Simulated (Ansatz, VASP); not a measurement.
**Ru in VASP and in Ansatz**

File INCAR:

```
ALGO = Normal
EDIFF = 1E-6
ENCUT = 520
GGA = RP
ISIF = 2
ISMEAR = -5
LASPH = T
LCHARG = F
LDAU = T
LDAUJ = 0
LDAUL = 2
LDAUPRINT = 1
LDAUTYPE = 2
LDAUU = 6
LMAXMIX = 4
LREAL = F
LWAVE = F
NBANDS = 13
NELM = 150
PREC = Accurate
SIGMA = 0.05
```

File KPOINTS:

```
k-points
0
Gamma
  12 12 12
```

File POSCAR:

```
Ru
1.0
    0.0000000000      1.9525585549      1.9525585549
    1.9525585549      0.0000000000      1.9525585549
    1.9525585549      1.9525585549      0.0000000000
Ru
1
Direct
    0.0000000000      0.0000000000      0.0000000000
```

Contents of input.yaml:

```yaml
crystal:
  lattice:
    - [0.0, 1.9525585549, 1.9525585549]
    - [1.9525585549, 0.0, 1.9525585549]
    - [1.9525585549, 1.9525585549, 0.0]
  atoms:
    - { symbol: Ru, position: [0.0, 0.0, 0.0] }
kpoints:
  mp_grid: { grid: [12, 12, 12] }
scf:
  occupations: { method: tetrahedron }
hamiltonian:
  xc: rpbe
  pseudopotentials: { kind: all_electron, lapw: { basis_error: 0.002 } }
  hubbard:
    sites: [{ species: Ru, l: d, u_eff: 6 }]
    double_counting: fll
    projectors: ortho-atomic
output:
  forces: true
  stress: true
  eigenvalues: true
  hubbard: {}
```

Change from the starting cell: volume scaled by 1.06.

Alike in both runs: task single point; functional RPBE; k mesh 12 × 12 × 12; occupations tetrahedron; no spin polarisation; Hubbard terms Ru d U = 6.0 eV.

|  | VASP | Ansatz |
| --- | --- | --- |
| version | VASP 6.6.1 | Ansatz 0.2.0 |
| potentials or method | VASP PAW PBE potentials, release 64 (Ru_pv), cutoff 520 eV | all-electron LAPW, scalar-relativistic |

```csv
,VASP,Ansatz,Ansatz less VASP
gap on the k mesh at the Fermi level (eV),none,none,-
pressure (GPa),-12.2,-10.2,+1.96
```

VASP's potentials were made for PBE, not for RPBE. The programs project onto different local orbitals, so the same U acts differently, and such runs can settle in different states. A gap of «none» marks a metal or a gap that the smearing closes. Ansatz ran all-electron here, and VASP with PAW potentials.

Noted on Ansatz's run: U is the effective U less J, on atomic orbitals that reach past the spheres.
